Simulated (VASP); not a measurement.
## WC (dq5): relaxation of cell and atoms with LDA

The system is WC (dq5).

```
CELL_PARAMETERS angstrom
2.88207 0.00000 0.00000
-1.44104 2.49595 0.00000
0.00000 0.00000 2.82387
ATOMIC_POSITIONS crystal
W 0.00000 0.00000 0.00000
C 0.66667 0.33333 0.50000
```

- Program: VASP 6.6.1
- Task: relaxation of cell and atoms
- Functional: LDA
- Potentials or basis: VASP PAW LDA potentials, release 64 (W_sv, C)
- Cutoff: 600 eV
- k mesh: 15 × 15 × 12
- Occupations: gaussian, width 0.1 eV
- Spin: no spin polarisation
- Dipole correction: no
- Further INCAR settings: ALGO = Normal; EDIFF = 1e-07; IBRION = 2; EDIFFG = -0.002; NSW = 100; ISIF = 3

- Relaxed volume: 10.19 Å³/atom
- Relaxed cell: a = 2.890 Å, b = 2.890 Å, c = 2.818 Å, α = 90.00°, β = 90.00°, γ = 120.00°
- Space group after relaxing (to 0.05 Å): P-6m2 (No. 187)
- Energy gained by relaxing: 0.5 meV/atom
- Ionic steps: 5
- Pressure after relaxing: 0.0 GPa
- Band gap on the k mesh: zero (band 9 reaches 11.85 eV, above the bottom of band 10 at 10.61 eV)

The path:
| step | energy change (eV) | largest force (eV/Å) | pressure (GPa) | volume (Å³) |
| --- | --- | --- | --- | --- |
| 1 | 0.0000 | 0.0000 | 1.11 | 20.31 |
| 2 | 0.0013 | 0.0000 | -2.64 | 20.52 |
| 3 | -0.0009 | 0.0000 | -0.39 | 20.39 |
| 4 | -0.0008 | 0.0000 | 0.83 | 20.34 |
| 5 | -0.0009 | 0.0000 | -0.01 | 20.38 |

Final structure:
```yaml
crystal:
  lattice:
    - [2.88978, 0.00000, 0.00000]
    - [-1.44489, 2.50263, 0.00000]
    - [0.00000, 0.00000, 2.81768]
  atoms:
    - { symbol: W, position: [0.00000, 0.00000, 0.00000] }
    - { symbol: C, position: [0.66667, 0.33333, 0.50000] }
```

Levels at points of the mesh, in eV from the Fermi level:
```
           k point  band 6  band 7  band 8  band 9  band 10  band 11  band 12  band 13
(0.00, 0.00, 0.00)   -4.39   -3.38   -3.38    0.17     3.31     3.31     5.74     5.74
(0.00, 0.00, 0.50)   -8.68   -2.04   -2.04   -0.60    -0.60     3.78     4.57     4.57
```

It took 91 s on 1 thread of Intel(R) Xeon(R) 6975P-C (Granite Rapids) (shared host), peak memory 0.19 GiB.

Caveat: spin-orbit coupling is left out, which moves the levels of the heavy elements.
